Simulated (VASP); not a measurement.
# Ga (I4_1/amd) in VASP: a series of runs

Runs on Ga. Level: PBE. Tasks: single point.

Program: VASP 6.6.1. These are calculated values, not measurements. Logs are shortened: lines on timing, memory, paths and dates and some standing lists are left out, and cuts for length are marked.

**1. The cell of the first run**

It takes space group I4_1/amd (No. 141, tetragonal). The conventional cell has a = 4.737 Å, b = 4.737 Å, c = 2.485 Å, α = 90.00°, β = 90.00°, γ = 90.00°. Within 3.2 Å of Ga (site symmetry -4m2) lie 10 Ga at 2.45 to 3.01 Å.

**2. Single point, PBE**

Input file INCAR:

```
SYSTEM = Ga
PREC = Accurate
ENCUT = 520
EDIFF = 1E-7
ISMEAR = -1
SIGMA = 0.1
LREAL = .FALSE.
LASPH = .TRUE.
NELM = 100
ALGO = Normal
ISIF = 2
LWAVE = .FALSE.
LCHARG = .FALSE.
GGA = PE
NBANDS = 20
```

Input file KPOINTS:

```
Automatic mesh
0
G
  17 17 17
  0 0 0
```

Input file POSCAR:

```
Ga
1.0
   -2.3686077263      2.3686077263      1.2423380313
    2.3686077263     -2.3686077263      1.2423380313
    2.3686077263      2.3686077263     -1.2423380313
Ga
2
Direct
   -0.3750000000     -0.1250000000     -0.2500000000
    0.3750000000      0.1250000000      0.2500000000
```

Potentials or basis: VASP PAW PBE potentials, release 64 (Ga_d).

Started as:

```console
$ cat potpaw_PBE.64/Ga_d/POTCAR > POTCAR
$ mpirun -np 1 vasp_std > vasp.out
```

OUTCAR:

```text
SYSTEM = Ga
   PREC = Accurate
   ENCUT = 520
   EDIFF = 1E-7
   ISMEAR = -1
   LREAL = .FALSE.
   LASPH = .TRUE.
   NELM = 100
   ISIF = 2
   GGA = PE

 ion  position               nearest neighbor table
   1  0.625  0.875  0.750-   2 2.45   2 2.45   2 2.45   2 2.45
   2  0.375  0.125  0.250-   1 2.45   1 2.45   1 2.45   1 2.45

  LATTYP: Found a body centered tetragonal cell.
 ALAT       =     4.7372154526
 C/A-ratio  =     0.5245013843

  Lattice vectors:

 A1 = (  -2.3686077263,   2.3686077263,   1.2423380313)
 A2 = (   2.3686077263,  -2.3686077263,   1.2423380313)
 A3 = (   2.3686077263,   2.3686077263,  -1.2423380313)

Analysis of symmetry for initial positions (statically):
=====================================================================
 Subroutine PRICEL returns:
 Original cell was already a primitive cell.

 Routine SETGRP: Setting up the symmetry group for a
 body centered tetragonal supercell.

 Subroutine GETGRP returns: Found 16 space group operations
 (whereof  4 operations were pure point group operations)
 out of a pool of 16 trial point group operations.

The static configuration has the point symmetry C_2h.
 The point group associated with its full space group is D_4h.

Analysis of symmetry for dynamics (positions and initial velocities):
=====================================================================
 Subroutine PRICEL returns:
 Original cell was already a primitive cell.

 Routine SETGRP: Setting up the symmetry group for a
 body centered tetragonal supercell.

 Subroutine GETGRP returns: Found 16 space group operations
 (whereof  4 operations were pure point group operations)
 out of a pool of 16 trial point group operations.

The dynamic configuration has the point symmetry C_2h.
 The point group associated with its full space group is D_4h.

 Subroutine INISYM returns: Found 16 space group operations
 (whereof  4 operations are pure point group operations),
 and found     1 'primitive' translations

----------------------------------------------------------------------------------------

                                     Primitive cell

  volume of cell :      27.8796

  direct lattice vectors                    reciprocal lattice vectors
    -2.368607726  2.368607726  1.242338031     0.000000000  0.211094473  0.402466951
     2.368607726 -2.368607726  1.242338031     0.211094473  0.000000000  0.402466951
[... 74 lines left out ...]
   NGXF,Y,Z  is equivalent  to a cutoff of  26.06, 26.06, 26.06 a.u.
 SYSTEM =  Ga
   PREC   = accura    normal or accurate (medium, high low for compatibility)
   ISTART =      0    job   : 0-new  1-cont  2-samecut
   ICHARG =      2    charge: 1-file 2-atom 10-const
   ISPIN  =      1    spin polarized calculation?
   LNONCOLLINEAR =      F non collinear calculations
   LSORBIT =      F    spin-orbit coupling
   LASPH  =      T    aspherical Exc in radial PAW
   ENCUT  =  520.0 eV  38.22 Ry    6.18 a.u.   6.64  6.64  6.64*2*pi/ulx,y,z
   NELM   =    100;   NELMIN=  2; NELMDL= -5     # of ELM steps
   EDIFF  = 0.1E-06   stopping-criterion for ELM
   LREAL  =      F    real-space projection
   EDIFFG = 0.1E-05   stopping-criterion for IOM
   NSW    =      0    number of steps for IOM
   IBRION =     -1    ionic relax: 0-MD 1-quasi-New 2-CG
   NFREE  =      0    steps in history (QN), initial steepest desc. (CG)
   ISIF   =      2    stress and relaxation
   ISYM   =      2    0-nonsym 1-usesym 2-fastsym
   POTIM  = 0.5000    time-step for ionic-motion
   TEBEG  =    0.0;   TEEND  =   0.0 temperature during run
   PSTRESS=    0.0 pullay stress
   NELECT =      26.0000    total number of electrons
   NUPDOWN=      -1.0000    fix difference up-down
   EMIN   =  10.00;   EMAX   =-10.00  energy-range for DOS
   EFERMI =   0.00;   METHOD = LEGACY
   ISMEAR =    -1;   SIGMA  =   0.10  broadening in eV -4-tet -1-fermi 0-gaus
   EFERMI_NEDOS =   21; number of points for ismear=-14 and -15
   IALGO  =     38    algorithm
   IMIX   =      4    mixing-type and parameters
     AMIX     =   0.40;   BMIX     =  1.00
     AMIX_MAG =   1.60;   BMIX_MAG =  1.00
  volume/ion in A,a.u.               =      13.94        94.07
  Fermi-wavevector in a.u.,A,eV,Ry     =   1.599450  3.022522 34.806961  2.558239
  Thomas-Fermi vector in A             =   2.696741
   LORBIT       =      0    0 simple, 1 ext, 2 COOP (PROOUT), +10 PAW based schemes
   GGA     = PE    functional components
   LHFCALC =     F    Hartree Fock is set to
   AEXX    =    0.0000 exact exchange contribution
   IVDW    =     0    specifies the selected vdW correction
   LEPSILON=     F    determine dielectric tensor
   LRPA    =     F    only Hartree local field effects (RPA)
 non-spin polarized calculation
  energy-cutoff  :      520.00
  volume of cell :       27.88
 maximum number of plane-waves:       768
   NGX = 13   NGY = 13   NGZ = 13

 number of electron      26.0000023 magnetization

 Free energy of the ion-electron system (eV)
  ---------------------------------------------------
  ext. energy  EPLUGINS =         0.00000000
  ---------------------------------------------------
  free energy    TOTEN  =        -4.71113730 eV

  energy without entropy =       -4.68553235  energy(sigma->0) =       -4.69833482

 E-fermi :   8.5550     XC(G=0): -12.5678

 val. band max:        8.5468323791   @ k =   0.4118   0.2353   0.1176
 cond. band min:       8.5617436161   @ k =   0.3529   0.0000  -0.0000
 fundamental gap:      0.0149112370
 Fermi energy:         8.5549872612

 k-point     1 :       0.0000    0.0000    0.0000
  band No.  band energies     occupation
      1      -7.2058      2.00000
      2      -7.1085      2.00000
      3      -7.0507      2.00000
      4      -7.0456      2.00000
      5      -6.4180      2.00000
      6      -6.4180      2.00000
[... 541 lines left out ...]
     19      22.8782      0.00000
     20      25.0055      0.00000

 [... further k-points ...]
[... 5 lines left out ...]
  --------------------------------------------------------------------------------------
  -------------------------------------------------------------------------------------
  Total        6.8495981      6.8495981      6.8564854      0.0000000     -0.0000000      0.0000000
  in kB      393.6312965    393.6312965    394.0270904      0.0000000     -0.0000000      0.0000000
  external PRESSURE =     393.7632278 kB  Pullay stress =       0.0000000 kB

 VOLUME and BASIS-vectors are now :
 -----------------------------------------------------------------------------
  energy-cutoff  :      520.00
  volume of cell :       27.88
      direct lattice vectors                 reciprocal lattice vectors
    -2.368607726  2.368607726  1.242338031     0.000000000  0.211094473  0.402466951
     2.368607726 -2.368607726  1.242338031     0.211094473  0.000000000  0.402466951
     2.368607726  2.368607726 -1.242338031     0.211094473  0.211094473  0.000000000

 POSITION                                       TOTAL-FORCE (eV/Angst)
 -----------------------------------------------------------------------------------
      2.36861      1.18430      0.93175        -0.000000     -0.000000     -0.000000
      0.00000      1.18430      0.31058         0.000000      0.000000      0.000000
 -----------------------------------------------------------------------------------
    total drift:                                0.000000      0.000000     -0.000000

  FREE ENERGIE OF THE ION-ELECTRON SYSTEM (eV)
  ---------------------------------------------------
  free  energy   TOTEN  =        -4.7111372974 eV

  energy  without entropy=       -4.6855323518  energy(sigma->0) =       -4.69833482
```

OSZICAR:

```text
N       E                     dE             d eps       ncg     rms          rms(c)
DAV:   1     0.125447860068E+03    0.12545E+03   -0.12980E+04 18096   0.268E+03
DAV:   2     0.498776987723E+01   -0.12046E+03   -0.11697E+03 16516   0.380E+02
DAV:   3    -0.466872114806E+01   -0.96565E+01   -0.96091E+01 18056   0.915E+01
DAV:   4    -0.479044863814E+01   -0.12173E+00   -0.12167E+00 18940   0.111E+01
DAV:   5    -0.479254632754E+01   -0.20977E-02   -0.20975E-02 19116   0.139E+00    0.201E+00
DAV:   6    -0.472713346991E+01    0.65413E-01   -0.11853E-01 21900   0.719E+00    0.972E-01
DAV:   7    -0.471299282520E+01    0.14141E-01   -0.22941E-02 23060   0.248E+00    0.247E-01
DAV:   8    -0.471112480292E+01    0.18680E-02   -0.31398E-03 19152   0.844E-01    0.227E-02
DAV:   9    -0.471113894703E+01   -0.14144E-04   -0.88441E-05 20712   0.944E-02    0.842E-03
DAV:  10    -0.471113765596E+01    0.12911E-05   -0.40477E-06 18920   0.231E-02    0.768E-04
DAV:  11    -0.471113734822E+01    0.30774E-06   -0.36514E-07 18280   0.998E-03    0.554E-04
DAV:  12    -0.471113729744E+01    0.50773E-07   -0.32501E-08 11184   0.315E-03
   1 F= -.47111373E+01 E0= -.46983348E+01  d E =-.256049E-01
```

Wall time 2.2 min (1 thread of Intel Xeon 6975P-C, shared host); peak memory 0.3 GiB.

Results:

| Quantity | Value |
| --- | --- |
| Free energy | -4.7111 eV |
| Pressure | 39.4 GPa |
| Band gap on the k mesh | zero (band 13 reaches 12.03 eV, above the bottom of band 14 at 2.63 eV) |

**3. Single point, PBE**

Input file INCAR:

```
PREC = Accurate ; ENCUT = 520
EDIFF = 1E-7 ; ISMEAR = -1
SIGMA = 0.1 ; LREAL = False
LASPH = True ; NELM = 100
ALGO = Normal ; ISIF = 2
LWAVE = False ; LCHARG = False
GGA = PE ; NBANDS = 20
```

Input file KPOINTS:

```
regular mesh
0
Gamma
  17 17 17
```

Input file POSCAR:

```
Ga
1.0
   -2.3689178079      2.3689178079      1.2425017646
    2.3689178079     -2.3689178079      1.2425017646
    2.3689178079      2.3689178079     -1.2425017646
Ga
2
Direct
   -0.3750000000     -0.1250000000     -0.2500000000
    0.3750000000      0.1250000000      0.2500000000
```

Potentials or basis: VASP PAW PBE potentials, release 64 (Ga_d).

Started as:

```console
$ cat potpaw_PBE.64/Ga_d/POTCAR > POTCAR
$ mpirun -np 1 vasp_std > vasp.out
```

Wall time 2.7 min (1 thread of Intel Xeon 6975P-C, shared host); peak memory 0.3 GiB.

It converged, with:

| Quantity | Value |
| --- | --- |
| Free energy | -4.7138 eV |
| Pressure | 39.3 GPa |
| Band gap on the k mesh | zero (band 13 reaches 12.02 eV, above the bottom of band 14 at 2.63 eV) |

Levels at points of the mesh, in eV from the Fermi level:
| k point | band 10 | band 11 | band 12 | band 13 | band 14 | band 15 | band 16 | band 17 |
| --- | --- | --- | --- | --- | --- | --- | --- | --- |
| (0.00, 0.00, 0.00) | -14.59 | -13.51 | -0.93 | -0.93 | 0.70 | 4.37 | 12.33 | 12.33 |
